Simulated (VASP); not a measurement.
Al6H: single point with PBE

Slab: Al6H, a slab with vacuum.

```
Al H
1.0
     5.71430    0.00000    0.00000
    -2.85715    4.94873    0.00000
     0.00000    0.00000   22.60164
Al H
12 2
Direct
  0.33333 0.16667 0.17698
  0.33333 0.66667 0.17698
  0.83333 0.16667 0.17698
  0.83333 0.66667 0.17698
  0.16667 0.33333 0.27878
  0.16667 0.83333 0.27878
  0.66667 0.33333 0.27878
  0.66667 0.83333 0.27878
  0.00000 0.00000 0.38058
  0.00000 0.50000 0.38058
  0.50000 0.00000 0.38058
  0.50000 0.50000 0.38058
  0.93438 0.00000 0.49561
  0.06562 0.00000 0.49561
```

```
Program                : VASP 6.6.1
Task                   : single point
Functional             : PBE
Potentials or basis    : VASP PAW PBE potentials, release 64 (Al, H)
Cutoff                 : 520 eV
k mesh                 : 6 × 6 × 1
Occupations            : gaussian, width 0.1 eV
Spin                   : no spin polarisation
Dipole correction      : yes
Further INCAR settings : ALGO = Normal; EDIFF = 1e-06; NBANDS = 32
```

| Item | Value |
| --- | --- |
| Largest force | 0.224 eV/Å |
| Band gap on the k mesh | zero (band 19 reaches 0.09 eV, above the bottom of band 20 at -0.90 eV) |

Forces in eV/Å, atoms in the order of the input:
```
Al  -0.011 -0.004 -0.013
Al   0.000 -0.001  0.005
Al   0.011 -0.004 -0.013
Al   0.000  0.010 -0.014
Al   0.000 -0.019 -0.015
Al  -0.019  0.006 -0.015
Al   0.000  0.003 -0.003
Al   0.019  0.006 -0.015
Al   0.000 -0.002 -0.167
Al  -0.016 -0.007 -0.017
Al   0.000  0.016 -0.007
Al   0.016 -0.007 -0.017
H   -0.172  0.002  0.145
H    0.172  0.002  0.145
```

Levels at points of the mesh, in eV from the Fermi level:
| k point | band 17 | band 18 | band 19 | band 20 | band 21 | band 22 |
| --- | --- | --- | --- | --- | --- | --- |
| (0.00, 0.00, 0.00) | -2.71 | -0.40 | -0.40 | -0.36 | -0.18 | -0.16 |
| (0.50, 0.00, 0.00) | -0.49 | -0.22 | -0.21 | 0.94 | 0.94 | 1.27 |
| (0.00, 0.50, 0.00) | -0.49 | -0.22 | -0.21 | 0.94 | 0.94 | 1.24 |

Run time: 11 min on 1 thread of Intel Xeon 6975P-C (shared host), peak memory 0.71 GiB.
